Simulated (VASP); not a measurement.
# Mg (P6/mmm) in VASP: notebook

Runs on Mg. Level: PBEsol. Tasks: single point.

Program: VASP 6.6.1. These are calculated values, not measurements. Logs are shortened: lines on timing, memory, paths and dates and some standing lists are left out, and cuts for length are marked.

### Step 1. The cell of the first run

Symmetry: P6/mmm, No. 191, hexagonal system. Conventional cell: a = 2.988 Å, b = 2.988 Å, c = 2.983 Å, α = 90.00°, β = 90.00°, γ = 120.00°. Mg (site symmetry 6/mmm) has 8 Mg at 2.98 to 2.99 Å within 3.9 Å.

### Step 2. Single point, PBEsol

INCAR

```
ALGO = Normal
EDIFF = 1E-6
ENCUT = 520
GGA = PS
ISIF = 2
ISMEAR = -1
LASPH = True
LCHARG = True
LELF = True
LREAL = False
LVHAR = True
LWAVE = False
NBANDS = 7
NELM = 60
PREC = Accurate
SIGMA = 0.15
```

KPOINTS

```
k-points
0
Gamma
  11 11 9
```

POSCAR

```
Mg
1.0
    2.9880315074      0.0000000000      0.0000000000
   -1.4940157537      2.5877109095      0.0000000000
    0.0000000000      0.0000000000      2.9826810081
Mg
1
Direct
    0.0000000000      0.0000000000      0.0000000000
```

Potentials or basis: VASP PAW PBE potentials, release 64 (Mg).

The run is started by

```
$ cat potpaw_PBE.64/Mg/POTCAR > POTCAR
$ mpirun -np 1 vasp_std > vasp.out
```

OUTCAR:

```text
EDIFF = 1E-6
   ENCUT = 520
   GGA = PS
   ISIF = 2
   ISMEAR = -1
   LASPH = True
   LREAL = False
   NELM = 60
   PREC = Accurate

 ion  position               nearest neighbor table
   1  0.000  0.000  0.000-

  LATTYP: Found a hexagonal cell.
 ALAT       =     2.9880315074
 C/A-ratio  =     0.9982093565

  Lattice vectors:

 A1 = (   2.9880315074,   0.0000000000,   0.0000000000)
 A2 = (  -1.4940157537,   2.5877109095,   0.0000000000)
 A3 = (   0.0000000000,   0.0000000000,   2.9826810081)

Analysis of symmetry for initial positions (statically):
=====================================================================
 Subroutine PRICEL returns:
 Original cell was already a primitive cell.

 Routine SETGRP: Setting up the symmetry group for a
 hexagonal supercell.

 Subroutine GETGRP returns: Found 24 space group operations
 (whereof 24 operations were pure point group operations)
 out of a pool of 24 trial point group operations.

The static configuration has the point symmetry D_6h.

Analysis of symmetry for dynamics (positions and initial velocities):
=====================================================================
 Subroutine PRICEL returns:
 Original cell was already a primitive cell.

 Routine SETGRP: Setting up the symmetry group for a
 hexagonal supercell.

 Subroutine GETGRP returns: Found 24 space group operations
 (whereof 24 operations were pure point group operations)
 out of a pool of 24 trial point group operations.

The dynamic configuration has the point symmetry D_6h.

 Subroutine INISYM returns: Found 24 space group operations
 (whereof 24 operations are pure point group operations),
 and found     1 'primitive' translations

----------------------------------------------------------------------------------------

                                     Primitive cell

  volume of cell :      23.0626

  direct lattice vectors                    reciprocal lattice vectors
     2.988031507  0.000000000  0.000000000     0.334668492  0.193220965  0.000000000
    -1.494015754  2.587710910  0.000000000     0.000000000  0.386441931  0.000000000
     0.000000000  0.000000000  2.982681008     0.000000000  0.000000000  0.335268839

  length of vectors
     2.988031507  2.988031262  2.982681008     0.386441899  0.386441931  0.335268839

  position of ions in fractional coordinates (direct lattice)
     0.000000000  0.000000000  0.000000000

  ion indices of the primitive-cell ions
   primitive index   ion index
                 1           1

----------------------------------------------------------------------------------------

 KPOINTS: k-points

Automatic generation of k-mesh.
 Grid dimensions read from file:
 generate k-points for:   11   11    9

 Generating k-lattice:

  Cartesian coordinates                     Fractional coordinates (reciprocal lattice)
     0.030424408  0.017565542  0.000000000     0.090909091  0.000000000  0.000000000
     0.000000000  0.035131085  0.000000000     0.000000000  0.090909091  0.000000000
     0.000000000  0.000000000  0.037252093     0.000000000  0.000000000  0.111111111

  Length of vectors
     0.035131082  0.035131085  0.037252093

  Shift w.r.t. Gamma in fractional coordinates (k-lattice)
     0.000000000  0.000000000  0.000000000

 Subroutine IBZKPT returns following result:
 ===========================================

 Found     80 irreducible k-points:

 Following reciprocal coordinates:
            Coordinates               Weight
  0.000000  0.000000  0.000000      1.000000
  0.090909 -0.000000  0.000000      6.000000
  0.181818 -0.000000  0.000000      6.000000
  0.272727  0.000000  0.000000      6.000000
  0.363636 -0.000000  0.000000      6.000000
  0.454545  0.000000  0.000000      6.000000
[... 16 lines left out ...]
  0.090909  0.090909  0.111111     12.000000
  0.181818  0.090909  0.111111     24.000000
 [... further k-points ...]
   k-points           NKPTS =     80   k-points in BZ     NKDIM =     80   number of bands    NBANDS=      7
   number of dos      NEDOS =    301   number of ions     NIONS =      1
   total plane-waves  NPLWV =  13824
   dimension x,y,z NGX =    24 NGY =   24 NGZ =   24
   dimension x,y,z NGXF=    48 NGYF=   48 NGZF=   48
   ions per type =               1
   NGX,Y,Z   is equivalent  to a cutoff of  13.35, 13.35, 13.38 a.u.
   NGXF,Y,Z  is equivalent  to a cutoff of  26.71, 26.71, 26.75 a.u.
 SYSTEM =  unknown system
   PREC   = accura    normal or accurate (medium, high low for compatibility)
   ISTART =      0    job   : 0-new  1-cont  2-samecut
   ICHARG =      2    charge: 1-file 2-atom 10-const
   ISPIN  =      1    spin polarized calculation?
   LNONCOLLINEAR =      F non collinear calculations
   LSORBIT =      F    spin-orbit coupling
   LASPH  =      T    aspherical Exc in radial PAW
   ENCUT  =  520.0 eV  38.22 Ry    6.18 a.u.   5.56  5.56  5.55*2*pi/ulx,y,z
   NELM   =     60;   NELMIN=  2; NELMDL= -5     # of ELM steps
   EDIFF  = 0.1E-05   stopping-criterion for ELM
   LREAL  =      F    real-space projection
   EDIFFG = 0.1E-04   stopping-criterion for IOM
   NSW    =      0    number of steps for IOM
   IBRION =     -1    ionic relax: 0-MD 1-quasi-New 2-CG
   NFREE  =      0    steps in history (QN), initial steepest desc. (CG)
   ISIF   =      2    stress and relaxation
   ISYM   =      2    0-nonsym 1-usesym 2-fastsym
   POTIM  = 0.5000    time-step for ionic-motion
   TEBEG  =    0.0;   TEEND  =   0.0 temperature during run
   PSTRESS=    0.0 pullay stress
   NELECT =       2.0000    total number of electrons
   NUPDOWN=      -1.0000    fix difference up-down
   EMIN   =  10.00;   EMAX   =-10.00  energy-range for DOS
   EFERMI =   0.00;   METHOD = LEGACY
   ISMEAR =    -1;   SIGMA  =   0.15  broadening in eV -4-tet -1-fermi 0-gaus
   EFERMI_NEDOS =   21; number of points for ismear=-14 and -15
   IALGO  =     38    algorithm
   IMIX   =      4    mixing-type and parameters
     AMIX     =   0.40;   BMIX     =  1.00
     AMIX_MAG =   1.60;   BMIX_MAG =  1.00
  volume/ion in A,a.u.               =      23.06       155.63
  Fermi-wavevector in a.u.,A,eV,Ry     =   0.724629  1.369350  7.144241  0.525087
  Thomas-Fermi vector in A             =   1.815147
   LORBIT       =      0    0 simple, 1 ext, 2 COOP (PROOUT), +10 PAW based schemes
   GGA     = PS    functional components
   LHFCALC =     F    Hartree Fock is set to
   AEXX    =    0.0000 exact exchange contribution
   IVDW    =     0    specifies the selected vdW correction
   LEPSILON=     F    determine dielectric tensor
   LRPA    =     F    only Hartree local field effects (RPA)
 non-spin polarized calculation
  energy-cutoff  :      520.00
  volume of cell :       23.06
 maximum number of plane-waves:       647
 NGX is ok and might be reduce to    24
   NGX = 11   NGY = 11   NGZ = 11

 number of electron       2.0000000 magnetization

 Free energy of the ion-electron system (eV)
  ---------------------------------------------------
  ext. energy  EPLUGINS =         0.00000000
  ---------------------------------------------------
  free energy    TOTEN  =        -1.48312507 eV

  energy without entropy =       -1.44719393  energy(sigma->0) =       -1.46515950

 E-fermi :   2.5445     XC(G=0):  -8.5022

 val. band max:        2.5223603716   @ k =   0.3636   0.2727   0.0000
 cond. band min:       2.5824080797   @ k =   0.3636   0.0909   0.4444
 fundamental gap:      0.0600477081
 Fermi energy:         2.5445134773

 k-point     1 :       0.0000    0.0000    0.0000
  band No.  band energies     occupation
      1      -4.3628      2.00000
      2      10.7501      0.00000
      3      11.6765      0.00000
      4      15.4827      0.00000
      5      15.4827      0.00000
      6      16.8889      0.00000
      7      16.8889      0.00000

 k-point     2 :       0.0909   -0.0000    0.0000
  band No.  band energies     occupation
      1      -4.1766      2.00000
      2      10.7096      0.00000
      3      11.8284      0.00000
      4      13.1971      0.00000
      5      14.5156      0.00000
      6      16.5763      0.00000
      7      18.1692      0.00000

 k-point     3 :       0.1818   -0.0000    0.0000
  band No.  band energies     occupation
      1      -3.6204      2.00000
      2       9.5178      0.00000
      3      11.5085      0.00000
      4      12.2848      0.00000
      5      13.3659      0.00000
      6      15.8812      0.00000
      7      20.2522      0.00000

 k-point     4 :       0.2727    0.0000    0.0000
  band No.  band energies     occupation
      1      -2.7012      2.00000
      2       6.9068      0.00000
      3      11.3436      0.00000
      4      12.4799      0.00000
      5      13.0465      0.00000
      6      15.7452      0.00000
      7      21.6410      0.00000

 k-point     5 :       0.3636   -0.0000    0.0000
  band No.  band energies     occupation
      1      -1.4310      2.00000
      2       4.3961      0.00001
      3      11.1878      0.00000
      4      11.8864      0.00000
      5      14.1086      0.00000
      6      16.3735      0.00000
      7      19.3753      0.00000
[... 161 lines left out ...]
 k-point    22 :       0.4545    0.0000    0.1111
  band No.  band energies     occupation
      1       0.3584      2.00000
      2       2.3713      1.52086
      3      10.8266      0.00000
      4      11.7617      0.00000
      5      13.2078      0.00000
      6      15.8015      0.00000
      7      20.1903      0.00000

 k-point    23 :       0.0909    0.0909    0.1111
  band No.  band energies     occupation
      1      -3.5983      2.00000
      2       8.5153      0.00000
      3      11.3985      0.00000
      4      12.3631      0.00000
      5      15.2546      0.00000
      6      17.7044      0.00000
      7      18.4127      0.00000

 k-point    24 :       0.1818    0.0909    0.1111
  band No.  band energies     occupation
      1      -2.8621      2.00000
      2       8.2778      0.00000
      3       9.3718      0.00000
      4      11.2945      0.00000
      5      15.3962      0.00000
      6      17.6782      0.00000
      7      20.0213      0.00000

 [... further k-points ...]
[... 5 lines left out ...]
  --------------------------------------------------------------------------------------
  -------------------------------------------------------------------------------------
  Total        0.4898003      0.4898002      0.2596538      0.0000000      0.0000000      0.0000000
  in kB       34.0268617     34.0268542     18.0383764      0.0000000      0.0000000      0.0000000
  external PRESSURE =      28.6973641 kB  Pullay stress =       0.0000000 kB

 VOLUME and BASIS-vectors are now :
 -----------------------------------------------------------------------------
  energy-cutoff  :      520.00
  volume of cell :       23.06
      direct lattice vectors                 reciprocal lattice vectors
     2.988031507  0.000000000  0.000000000     0.334668492  0.193220965  0.000000000
    -1.494015754  2.587710910  0.000000000     0.000000000  0.386441931  0.000000000
     0.000000000  0.000000000  2.982681008     0.000000000  0.000000000  0.335268839

 POSITION                                       TOTAL-FORCE (eV/Angst)
 -----------------------------------------------------------------------------------
      0.00000      0.00000      0.00000         0.000000      0.000000      0.000000
 -----------------------------------------------------------------------------------
    total drift:                               -0.000000      0.000000      0.000000

  FREE ENERGIE OF THE ION-ELECTRON SYSTEM (eV)
  ---------------------------------------------------
  free  energy   TOTEN  =        -1.4831250716 eV

  energy  without entropy=       -1.4471939295  energy(sigma->0) =       -1.46515950
```

Wall time 3.6 s (1 thread of Intel Xeon 6975P-C (Granite Rapids), shared host); peak memory 0.13 GiB.

What came out:

```yaml
Free_energy: -1.4831 eV
Pressure: 2.9 GPa
Band_gap_on_the_k_mesh: zero (band 1 reaches 4.85 eV, above the bottom of band 2 at 0.76 eV)
```

Caveat: the PAW data sets were made with another functional, which shifts forces and pressure a little.

(Continued in part 2 of 2.)
